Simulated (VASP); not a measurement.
Set up this calculation in VASP 6.6.1, as the native input.

| Quantity | Value |
| --- | --- |
| Task | single point |
| Functional | PBE |
| Potentials or basis | VASP PAW PBE potentials, release 64 (Ga_d, N) |
| Cutoff | 520 eV |
| k mesh | 9 × 9 × 4 |
| Occupations | gaussian, width 0.01 eV |
| Spin | no spin polarisation |
| Dipole correction | no |
| Further INCAR settings | ALGO = Normal; EDIFF = 1e-07; NBANDS = 26 |

The structure of GaN lies in POSCAR:

```
GaN
1.0
    3.2503003730      0.0000000000      0.0000000000
   -1.6251501865      2.8148426930      0.0000000000
    0.0000000000      0.0000000000      5.2947494573
Ga N
2 2
Direct
    0.3333333333      0.6666666667     -0.0008671765
    0.6666666667      0.3333333333      0.4991328235
    0.3333333333      0.6666666667      0.3758671765
    0.6666666667      0.3333333333      0.8758671765
```

This cell differs from its parent crystal: volume changed by +3%.

These files were run (other wordings do the same):

INCAR

```
  PREC = Accurate
  ENCUT = 520
  EDIFF = 1E-7
  ISMEAR = 0
  SIGMA = 0.01
  LREAL = False
  LASPH = True
  NELM = 80
  ALGO = Normal
  ISIF = 2
  LWAVE = False
  LCHARG = False
  GGA = PE
  NBANDS = 26
```

KPOINTS

```
regular mesh
0
Gamma
  9 9 4
```

Potentials or basis: VASP PAW PBE potentials, release 64 (Ga_d, N).

Launch:

```bash
$ cat potpaw_PBE.64/Ga_d/POTCAR potpaw_PBE.64/N/POTCAR > POTCAR
$ mpirun -np 1 vasp_std > vasp.out
```

Results of the run:

```yaml
Pressure: -4.6 GPa
Largest_force: 0.005 eV/Å
Band_gap_on_the_k_mesh: 1.52 eV, direct
```

Run time: 76 s on 1 thread of AMD EPYC 7R13, on a shared host, peak memory 0.15 GiB.
